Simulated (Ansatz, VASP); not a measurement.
## One calculation of Pt, two programs

File INCAR:

```
SYSTEM = Pt
  PREC = Accurate
  ENCUT = 520
  EDIFF = 1E-6
  ISMEAR = 0
  SIGMA = 0.15
  LREAL = .FALSE.
  LASPH = .TRUE.
  NELM = 60
  ALGO = Fast
  ISIF = 2
  LWAVE = .FALSE.
  LCHARG = .TRUE.
  LELF = .TRUE.
  LVHAR = .TRUE.
  NBANDS = 11
```

Contents of KPOINTS:

```
Automatic mesh
0
G
  20 20 20
  0 0 0
```

File POSCAR:

```
Pt
1.0
   -1.7831685446      1.4730522759      1.7056394774
    1.3179941416     -1.6281104103      1.3955232088
    1.7831685446      1.6281104103     -1.8606976117
Pt
1
Direct
    0.0000000000      0.0000000000      0.0000000000
```

Input for Ansatz:

```yaml
crystal:
  lattice:
    - [-1.7831685446, 1.4730522759, 1.7056394774]
    - [1.3179941416, -1.6281104103, 1.3955232088]
    - [1.7831685446, 1.6281104103, -1.8606976117]
  atoms:
    - { symbol: Pt, position: [0.0, 0.0, 0.0] }
basis:
  ecutwfc: 420
kpoints:
  mp_grid: { grid: [20, 20, 20] }
hamiltonian:
  xc: lda
  pseudopotentials: { kind: paw, azcp: { folder: soft_1 } }
scf:
  occupations: { method: gaussian, width: 0.15 }
output:
  forces: true
  stress: true
  eigenvalues: true
```

Change from the starting cell: engineering shear strain xz -0.3000, engineering shear strain yz -0.1000.

Alike in both runs: task single point; functional LDA; k mesh 20 × 20 × 20; occupations gaussian, width 0.15 eV; no spin polarisation.

|  | VASP | Ansatz |
| --- | --- | --- |
| version | VASP 6.6.1 | Ansatz 0.2.0 |
| potentials or method | VASP PAW LDA potentials, release 64 (Pt), cutoff 520 eV | scalar-relativistic, plane waves, PAW |
| valence electrons in the cell | 10 | 18 |

Ansatz gave:

* gap on the k mesh at the Fermi level (eV): none
* pressure (GPa): 41.6
* traceless stress, the component that is largest in VASP (GPa): 48.37

Question: What did VASP give for the same quantities?

Answer: gap on the k mesh at the Fermi level (eV): none; pressure (GPa): 42.2; traceless stress, the component that is largest in VASP (GPa): 48.55.

Ansatz warns that its potentials were made for another functional, while VASP's fit it. LDA's correlation is that of Perdew and Zunger in VASP and of Perdew and Wang (1992) in Ansatz. A gap of «none» marks a metal or a gap that the smearing closes. Both programs put the cell under a high pressure, so it lies far from rest at this level. VASP's potentials hold 10 valence electrons a cell and Ansatz's 18, so a difference there can come from the potentials and not from the codes.

Neither program's run includes spin-orbit coupling.
